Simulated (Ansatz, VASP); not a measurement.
## NaF: VASP beside Ansatz

Contents of INCAR:

```
SYSTEM = NaF
PREC     = Accurate       ! precision mode
ENCUT    = 520            ! plane-wave cutoff, eV
EDIFF    = 1E-7           ! SCF threshold, eV
ISMEAR   = 0              ! smearing method
SIGMA    = 0.05           ! smearing width, eV
LREAL    = .FALSE.        ! projectors in reciprocal space
LASPH    = .TRUE.         ! aspherical terms in the spheres
NELM     = 80             ! most SCF steps
ALGO     = Normal         ! electronic algorithm
ISIF     = 2              ! what is computed and relaxed
LWAVE    = .FALSE.        ! write WAVECAR
LCHARG   = .FALSE.        ! write CHGCAR
GGA      = CA             ! functional
NBANDS   = 14             ! bands
```

Contents of KPOINTS:

```
regular mesh
0
G
  8 8 8
  0 0 0
```

Contents of POSCAR:

```
NaF
1.0
    0.0000000000      2.3233000000      2.3813825000
    2.3233000000      0.0000000000      2.3813825000
    2.3233000000      2.3233000000      0.0000000000
Na F
1 1
Direct
    0.0000000000      0.0000000000      0.0000000000
    0.5000000000      0.5000000000      0.5000000000
```

Input for Ansatz:

```yaml
crystal:
  lattice:
    - [0.0, 2.3233, 2.3813825]
    - [2.3233, 0.0, 2.3813825]
    - [2.3233, 2.3233, 0.0]
  atoms:
    - { symbol: Na, position: [0.0, 0.0, 0.0] }
    - { symbol: F, position: [0.5, 0.5, 0.5] }
basis:
  ecutwfc: 420
kpoints:
  mp_grid: { grid: [8, 8, 8] }
hamiltonian:
  xc: lda
scf:
  occupations: { method: gaussian, width: 0.05 }
output:
  forces: true
  stress: true
  eigenvalues: true
```

Change from the starting cell: strain +0.000 along x and y, +0.025 along z, atoms carried along.

Alike in both runs: task single point; functional LDA; k mesh 8 × 8 × 8; occupations gaussian, width 0.05 eV; no spin polarisation.

```csv
,VASP,Ansatz
version,VASP 6.6.1,Ansatz 0.2.0
potentials or method,"VASP PAW LDA potentials, release 64 (Na_pv, F), cutoff 520 eV","scalar-relativistic, plane waves, PAW"
valence electrons in the cell,14,16
```

|  | VASP | Ansatz | Ansatz less VASP |
| --- | --- | --- | --- |
| gap on the k mesh at the Fermi level (eV) | 5.78 | 5.80 | +0.021 |
| least direct gap on the mesh (eV) | 5.78 | 5.80 | +0.021 |
| pressure (GPa) | -5.5 | -5.5 | +0.08 |
| traceless stress, the component that is largest in VASP (GPa) | -0.84 | -0.81 | +0.030 |

LDA's correlation is that of Perdew and Zunger in VASP and of Perdew and Wang (1992) in Ansatz. VASP's potentials hold 14 valence electrons a cell and Ansatz's 16, so a difference there can come from the potentials and not from the codes.
